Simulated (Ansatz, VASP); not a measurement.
**One calculation of Ru, two programs**

Contents of INCAR:

```
SYSTEM = Ru
ALGO     = Normal         ! electronic algorithm
EDIFF    = 1E-6           ! SCF threshold, eV
ENCUT    = 520            ! plane-wave cutoff, eV
GGA      = PE             ! functional
ISIF     = 2              ! what is computed and relaxed
ISMEAR   = 0              ! smearing method
LASPH    = .True.         ! aspherical terms in the spheres
LCHARG   = .False.        ! write CHGCAR
LREAL    = .False.        ! projectors in reciprocal space
LWAVE    = .False.        ! write WAVECAR
NBANDS   = 21             ! bands
NELM     = 100            ! most SCF steps
PREC     = Accurate       ! precision mode
SIGMA    = 0.15           ! smearing width, eV
```

The input KPOINTS:

```
k-points
0
Gamma
  18 18 10
  0 0 0
```

The input POSCAR:

```
Ru
1.0
    2.7833000000      0.0000000000      0.0000000000
   -1.3916500000      2.4104085063      0.0000000000
    0.0000000000      0.0000000000      3.9529000000
Ru
2
Direct
    0.3333333333      0.6666666667      0.2500000000
    0.6666666667      0.3333333333      0.7500000000
```

Input for Ansatz:

```yaml
crystal:
  lattice:
    - [2.7833, 0.0, 0.0]
    - [-1.39165, 2.4104085063, 0.0]
    - [0.0, 0.0, 3.9529]
  atoms:
    - { symbol: Ru, position: [0.3333333333, 0.6666666667, 0.25] }
    - { symbol: Ru, position: [0.6666666667, 0.3333333333, 0.75] }
basis:
  ecutwfc: 420
kpoints:
  mp_grid: { grid: [18, 18, 10] }
hamiltonian:
  xc: pbe
  pseudopotentials: { kind: paw, azcp: { folder: soft_1 } }
scf:
  occupations: { method: gaussian, width: 0.15 }
output:
  forces: true
  stress: true
  eigenvalues: true
```

Alike in both runs: task single point; functional PBE; k mesh 18 × 18 × 10; occupations gaussian, width 0.15 eV; no spin polarisation.

|  | VASP | Ansatz |
| --- | --- | --- |
| version | VASP 6.6.1 | Ansatz 0.2.0 |
| potentials or method | VASP PAW PBE potentials, release 64 (Ru_pv), cutoff 520 eV | scalar-relativistic, plane waves, PAW |
| valence electrons in the cell | 28 | 32 |

|  | VASP | Ansatz | Ansatz less VASP |
| --- | --- | --- | --- |
| gap on the k mesh at the Fermi level (eV) | none | none | - |
| pressure (GPa) | 18.6 | 18.7 | +0.09 |
| traceless stress, the component that is largest in VASP (GPa) | 32.61 | 32.65 | +0.045 |

A gap of «none» marks a metal or a gap that the smearing closes. The functional is the same, so the differences come from potentials, cutoffs and numerics. VASP's potentials hold 28 valence electrons a cell and Ansatz's 32, so a difference there can come from the potentials and not from the codes.
